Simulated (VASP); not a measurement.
# LaS (Fm-3m) in VASP: notebook, part 2 of 3

VASP 6.6.1. Earlier steps stand in the parts before.

## 3. Single point, LDA

This run uses another cell than the first one, of 24.07 Å³/atom, 1.021 times its volume.

Contents of INCAR:

```
SYSTEM = LaS
PREC = Accurate
ENCUT = 520
EDIFF = 1E-6
ISMEAR = 1
SIGMA = 0.15
LREAL = .FALSE.
LASPH = .TRUE.
NELM = 60
ALGO = Normal
ISIF = 2
LWAVE = .FALSE.
LCHARG = .FALSE.
NBANDS = 16
```

Contents of KPOINTS:

```
Automatic mesh
0
G
  8 8 8
  0 0 0
```

Contents of POSCAR:

```
LaS
1.0
    0.0000000000      2.8874410966      2.8874410966
    2.8874410966      0.0000000000      2.8874410966
    2.8874410966      2.8874410966      0.0000000000
La S
1 1
Direct
    0.0000000000      0.0000000000      0.0000000000
    0.5000000000      0.5000000000      0.5000000000
```

Potentials or basis: VASP PAW LDA potentials, release 64 (La, S).

Run with:

```bash
cat potpaw_LDA.64/La/POTCAR potpaw_LDA.64/S/POTCAR > POTCAR
mpirun -np 1 vasp_std > vasp.out
```

OUTCAR:

```text
SYSTEM = LaS
   PREC = Accurate
   ENCUT = 520
   EDIFF = 1E-6
   ISMEAR = 1
   LREAL = .FALSE.
   LASPH = .TRUE.
   NELM = 60
   ISIF = 2

 ion  position               nearest neighbor table
   1  0.000  0.000  0.000-   2 2.89   2 2.89   2 2.89   2 2.89   2 2.89   2 2.89
   2  0.500  0.500  0.500-   1 2.89   1 2.89   1 2.89   1 2.89   1 2.89   1 2.89

  LATTYP: Found a face centered cubic cell.
 ALAT       =     5.7748821932

  Lattice vectors:

 A1 = (   0.0000000000,   2.8874410966,   2.8874410966)
 A2 = (   2.8874410966,   0.0000000000,   2.8874410966)
 A3 = (   2.8874410966,   2.8874410966,   0.0000000000)

Analysis of symmetry for initial positions (statically):
=====================================================================
 Subroutine PRICEL returns:
 Original cell was already a primitive cell.

 Routine SETGRP: Setting up the symmetry group for a
 face centered cubic supercell.

 Subroutine GETGRP returns: Found 48 space group operations
 (whereof 48 operations were pure point group operations)
 out of a pool of 48 trial point group operations.

The static configuration has the point symmetry O_h .

Analysis of symmetry for dynamics (positions and initial velocities):
=====================================================================
 Subroutine PRICEL returns:
 Original cell was already a primitive cell.

 Routine SETGRP: Setting up the symmetry group for a
 face centered cubic supercell.

 Subroutine GETGRP returns: Found 48 space group operations
 (whereof 48 operations were pure point group operations)
 out of a pool of 48 trial point group operations.

The dynamic configuration has the point symmetry O_h .

 Subroutine INISYM returns: Found 48 space group operations
 (whereof 48 operations are pure point group operations),
 and found     1 'primitive' translations

----------------------------------------------------------------------------------------

                                     Primitive cell

  volume of cell :      48.1470

  direct lattice vectors                    reciprocal lattice vectors
     0.000000000  2.887441097  2.887441097    -0.173163706  0.173163706  0.173163706
     2.887441097  0.000000000  2.887441097     0.173163706 -0.173163706  0.173163706
     2.887441097  2.887441097  0.000000000     0.173163706  0.173163706 -0.173163706

  length of vectors
     4.083458359  4.083458359  4.083458359     0.299928336  0.299928336  0.299928336

  position of ions in fractional coordinates (direct lattice)
     0.000000000  0.000000000  0.000000000
     0.500000000  0.500000000  0.500000000

  ion indices of the primitive-cell ions
   primitive index   ion index
                 1           1
                 2           2

----------------------------------------------------------------------------------------

 KPOINTS: Automatic mesh

Automatic generation of k-mesh.
 Grid dimensions read from file:
 generate k-points for:    8    8    8

 Generating k-lattice:

  Cartesian coordinates                     Fractional coordinates (reciprocal lattice)
    -0.021645463  0.021645463  0.021645463     0.125000000  0.000000000  0.000000000
     0.021645463 -0.021645463  0.021645463     0.000000000  0.125000000  0.000000000
     0.021645463  0.021645463 -0.021645463     0.000000000  0.000000000  0.125000000

  Length of vectors
     0.037491042  0.037491042  0.037491042

  Shift w.r.t. Gamma in fractional coordinates (k-lattice)
     0.000000000  0.000000000  0.000000000

 Subroutine IBZKPT returns following result:
 ===========================================

 Found     29 irreducible k-points:

 Following reciprocal coordinates:
            Coordinates               Weight
  0.000000  0.000000  0.000000      1.000000
  0.125000  0.000000  0.000000      8.000000
  0.250000  0.000000  0.000000      8.000000
  0.375000  0.000000  0.000000      8.000000
  0.500000  0.000000  0.000000      4.000000
  0.125000  0.125000  0.000000      6.000000
[... 16 lines left out ...]
  0.500000  0.250000  0.125000     48.000000
 -0.375000  0.250000  0.125000     24.000000
 [... further k-points ...]
   k-points           NKPTS =     29   k-points in BZ     NKDIM =     29   number of bands    NBANDS=     16
   number of dos      NEDOS =    301   number of ions     NIONS =      2
   total plane-waves  NPLWV =  27000
   dimension x,y,z NGX =    30 NGY =   30 NGZ =   30
   dimension x,y,z NGXF=    60 NGYF=   60 NGZF=   60
   ions per type =               1   1
   NGX,Y,Z   is equivalent  to a cutoff of  12.21, 12.21, 12.21 a.u.
   NGXF,Y,Z  is equivalent  to a cutoff of  24.43, 24.43, 24.43 a.u.
 SYSTEM =  LaS
   PREC   = accura    normal or accurate (medium, high low for compatibility)
   ISTART =      0    job   : 0-new  1-cont  2-samecut
   ICHARG =      2    charge: 1-file 2-atom 10-const
   ISPIN  =      1    spin polarized calculation?
   LNONCOLLINEAR =      F non collinear calculations
   LSORBIT =      F    spin-orbit coupling
   LASPH  =      T    aspherical Exc in radial PAW
   ENCUT  =  520.0 eV  38.22 Ry    6.18 a.u.   7.59  7.59  7.59*2*pi/ulx,y,z
   NELM   =     60;   NELMIN=  2; NELMDL= -5     # of ELM steps
   EDIFF  = 0.1E-05   stopping-criterion for ELM
   LREAL  =      F    real-space projection
   EDIFFG = 0.1E-04   stopping-criterion for IOM
   NSW    =      0    number of steps for IOM
   IBRION =     -1    ionic relax: 0-MD 1-quasi-New 2-CG
   NFREE  =      0    steps in history (QN), initial steepest desc. (CG)
   ISIF   =      2    stress and relaxation
   ISYM   =      2    0-nonsym 1-usesym 2-fastsym
   POTIM  = 0.5000    time-step for ionic-motion
   TEBEG  =    0.0;   TEEND  =   0.0 temperature during run
   PSTRESS=    0.0 pullay stress
   NELECT =      17.0000    total number of electrons
   NUPDOWN=      -1.0000    fix difference up-down
   EMIN   =  10.00;   EMAX   =-10.00  energy-range for DOS
   EFERMI =   0.00;   METHOD = LEGACY
   ISMEAR =     1;   SIGMA  =   0.15  broadening in eV -4-tet -1-fermi 0-gaus
   EFERMI_NEDOS =   21; number of points for ismear=-14 and -15
   IALGO  =     38    algorithm
   IMIX   =      4    mixing-type and parameters
     AMIX     =   0.40;   BMIX     =  1.00
     AMIX_MAG =   1.60;   BMIX_MAG =  1.00
  volume/ion in A,a.u.               =      24.07       162.46
  Fermi-wavevector in a.u.,A,eV,Ry     =   1.157092  2.186587 18.216332  1.338863
  Thomas-Fermi vector in A             =   2.293707
   LORBIT       =      0    0 simple, 1 ext, 2 COOP (PROOUT), +10 PAW based schemes
   GGA     = CA    functional components
   LHFCALC =     F    Hartree Fock is set to
   AEXX    =    0.0000 exact exchange contribution
   IVDW    =     0    specifies the selected vdW correction
   LEPSILON=     F    determine dielectric tensor
   LRPA    =     F    only Hartree local field effects (RPA)
 non-spin polarized calculation
 Methfessel and Paxton  Order N= 1 SIGMA  =   0.15
  energy-cutoff  :      520.00
  volume of cell :       48.15
 maximum number of plane-waves:      1316
   NGX = 15   NGY = 15   NGZ = 15

 number of electron      17.0000000 magnetization

 Free energy of the ion-electron system (eV)
  ---------------------------------------------------
  ext. energy  EPLUGINS =         0.00000000
  ---------------------------------------------------
  free energy    TOTEN  =       -14.80955698 eV

  energy without entropy =      -14.80801341  energy(sigma->0) =      -14.80904246

 E-fermi :   9.0590     XC(G=0): -10.5117

 val. band max:        8.8831712461   @ k =  -0.3750   0.3750   0.1250
 cond. band min:       9.0843240926   @ k =   0.3750   0.1250   0.0000
 fundamental gap:      0.2011528465
 Fermi energy:         9.0589616970

 k-point     1 :       0.0000    0.0000    0.0000
  band No.  band energies     occupation
      1     -23.6792      2.00000
      2      -7.2139      2.00000
      3      -7.2139      2.00000
      4      -7.2139      2.00000
      5      -4.7505      2.00000
      6       5.8875      2.00000
[... 8 lines left out ...]
     15      10.8608     -0.00000
     16      11.2089     -0.00000

 k-point     2 :       0.1250    0.0000    0.0000
  band No.  band energies     occupation
      1     -23.6652      2.00000
      2      -7.5207      2.00000
      3      -7.2238      2.00000
      4      -7.2238      2.00000
      5      -4.4066      2.00000
      6       5.3591      2.00000
[... 8 lines left out ...]
     15      11.2114     -0.00000
     16      11.2675     -0.00000
[... 387 lines left out ...]
      5      -3.5719      2.00000
      6       3.9598      2.00000
[... 8 lines left out ...]
     15      11.1644     -0.00000
     16      11.6356     -0.00000

 k-point    24 :      -0.3750    0.2500    0.1250
  band No.  band energies     occupation
      1     -23.5680      2.00000
      2      -8.3995      2.00000
      3      -7.5496      2.00000
      4      -7.3882      2.00000
      5      -3.5103      2.00000
      6       3.9049      2.00000
[... 8 lines left out ...]
     15      11.1546     -0.00000
     16      11.8658     -0.00000

 [... further k-points ...]
[... 5 lines left out ...]
  --------------------------------------------------------------------------------------
  -------------------------------------------------------------------------------------
  Total       -0.1053192     -0.1053192     -0.1053192     -0.0000000     -0.0000000      0.0000000
  in kB       -3.5046840     -3.5046840     -3.5046840     -0.0000000     -0.0000000      0.0000000
  external PRESSURE =      -3.5046840 kB  Pullay stress =       0.0000000 kB

 VOLUME and BASIS-vectors are now :
 -----------------------------------------------------------------------------
  energy-cutoff  :      520.00
  volume of cell :       48.15
      direct lattice vectors                 reciprocal lattice vectors
     0.000000000  2.887441097  2.887441097    -0.173163706  0.173163706  0.173163706
     2.887441097  0.000000000  2.887441097     0.173163706 -0.173163706  0.173163706
     2.887441097  2.887441097  0.000000000     0.173163706  0.173163706 -0.173163706

 POSITION                                       TOTAL-FORCE (eV/Angst)
 -----------------------------------------------------------------------------------
      0.00000      0.00000      0.00000         0.000000     -0.000000      0.000000
      2.88744      2.88744      2.88744        -0.000000      0.000000     -0.000000
 -----------------------------------------------------------------------------------
    total drift:                               -0.000000      0.000000      0.000000

  FREE ENERGIE OF THE ION-ELECTRON SYSTEM (eV)
  ---------------------------------------------------
  free  energy   TOTEN  =       -14.8095569825 eV

  energy  without entropy=      -14.8080134051  energy(sigma->0) =      -14.80904246
```

Run time: 9.4 s. Hardware: 1 thread of Intel Xeon 6975P-C (Granite Rapids), shared host; peak memory 0.17 GiB.

What came out:

```
Free energy : -14.8096 eV
Pressure    : -0.4 GPa
```

Caveat: spin-orbit coupling is left out, which moves the levels of the heavy elements.

## 4. Single point, LDA

This run uses another cell than the first one, of 24.58 Å³/atom, 1.043 times its volume.

Contents of INCAR:

```
SYSTEM = LaS
  PREC = Accurate
  ENCUT = 520
  EDIFF = 1E-6
  ISMEAR = 1
  SIGMA = 0.15
  LREAL = .FALSE.
  LASPH = .TRUE.
  NELM = 100
  ALGO = Normal
  ISIF = 2
  LWAVE = .FALSE.
  LCHARG = .FALSE.
  NBANDS = 16
```

KPOINTS is that of step 3.

Contents of POSCAR:

```
LaS
1.0
    0.0000000000      2.9073551128      2.9073551128
    2.9073551128      0.0000000000      2.9073551128
    2.9073551128      2.9073551128      0.0000000000
La S
1 1
Direct
    0.0000000000      0.0000000000      0.0000000000
    0.5000000000      0.5000000000      0.5000000000
```

Run with:

```bash
cat potpaw_LDA.64/La/POTCAR potpaw_LDA.64/S/POTCAR > POTCAR
mpirun -np 1 vasp_std > vasp.out
```

Wall time 7.8 s (1 thread of Intel Xeon 6975P-C (Granite Rapids), shared host); peak memory 0.17 GiB.

It converged, with:

- Free energy: -14.8017 eV
- Pressure: -2.2 GPa

Levels at points of the mesh, in eV from the Fermi level:
```csv
k point,band 6,band 7,band 8,band 9,band 10,band 11
"(0.00, 0.00, 0.00)",-3.17,-3.17,-3.17,0.20,0.20,0.20
"(0.50, 0.00, 0.00)",-5.75,-4.71,-4.71,1.13,1.50,1.50
"(0.50, 0.50, 0.00)",-3.52,-3.20,-3.20,-1.90,1.69,1.69
```

Caveat: spin-orbit coupling is left out, which moves the levels of the heavy elements.

[end of part 2 of 3]
